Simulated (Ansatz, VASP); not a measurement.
CuI in VASP and in Ansatz

Contents of INCAR:

```
ALGO = Normal
EDIFF = 1E-8
ENCUT = 520
GGA = PE
GGA_COMPAT = F
ISIF = 2
ISMEAR = -1
LASPH = T
LCHARG = F
LEFG = T
LMAXMIX = 4
LORBIT = 11
LORBMOM = T
LREAL = F
LSORBIT = T
LWAVE = F
MAGMOM = 0 0 0 0 0 0
NBANDS = 30
NELM = 150
PREC = Accurate
SIGMA = 0.03
```

The input KPOINTS:

```
k-points
0
Gamma
  9 9 9
```

The input POSCAR:

```
CuI
1.0
    0.0000000000      3.0315000000      3.0315000000
    3.0315000000      0.0000000000      3.0315000000
    3.0315000000      3.0315000000      0.0000000000
Cu I
1 1
Direct
    0.7500000000      0.7500000000      0.7500000000
    0.0000000000      0.0000000000      0.0000000000
```

Input for Ansatz:

```yaml
crystal:
  lattice:
    - [0.0, 3.0315, 3.0315]
    - [3.0315, 0.0, 3.0315]
    - [3.0315, 3.0315, 0.0]
  atoms:
    - { symbol: Cu, position: [0.75, 0.75, 0.75] }
    - { symbol: I, position: [0.0, 0.0, 0.0] }
kpoints:
  mp_grid: { grid: [9, 9, 9] }
  band_path:
    path:
      - [0.0, 0.0, 0.0]
      - [-0.5, -0.5, 0.0]
      - [-0.375, -0.375, 0.25]
      - [-0.375, 0.0, 0.375]
      - [0.0, 0.0, 0.0]
      - [0.0, 0.0, 0.5]
      - [-0.5, -0.25, 0.25]
      - [-0.5, -0.5, 0.0]
    npoints: 5
scf:
  occupations: { method: fermi_dirac, width: 0.03 }
hamiltonian:
  xc: pbe
  pseudopotentials: { kind: paw_fr }
output:
  forces: true
  stress: true
  eigenvalues: true
  efg: { contact_densities: true }
  write_density: true
  write_potential: true
  elf: true
  volumetric_format: npy
magnetization:
  noncollinear: true
  spin_orbit: true
```

Alike in both runs: task electric field gradients; functional PBE; k mesh 9 × 9 × 9; occupations fermi-dirac, width 0.03 eV; non-collinear spin, spin-orbit coupling.

```csv
,VASP,Ansatz
version,VASP 6.6.1,Ansatz 0.2.0
potentials or method,"VASP PAW PBE potentials, release 64 (Cu, I)","PAW with Ansatz's default frozen-core files, fully relativistic files with spin-orbit coupling"
plane-wave cutoff (eV),520,420
valence electrons in the cell,18,36
```

```tsv
	VASP	Ansatz	Ansatz less VASP
pressure (GPa)	0.4	0.4	-0.04
net moment per atom (μB)	0.00	0.00	0.000
```

VASP's potentials hold 18 valence electrons a cell and Ansatz's 36, so a difference there can come from the potentials and not from the codes.
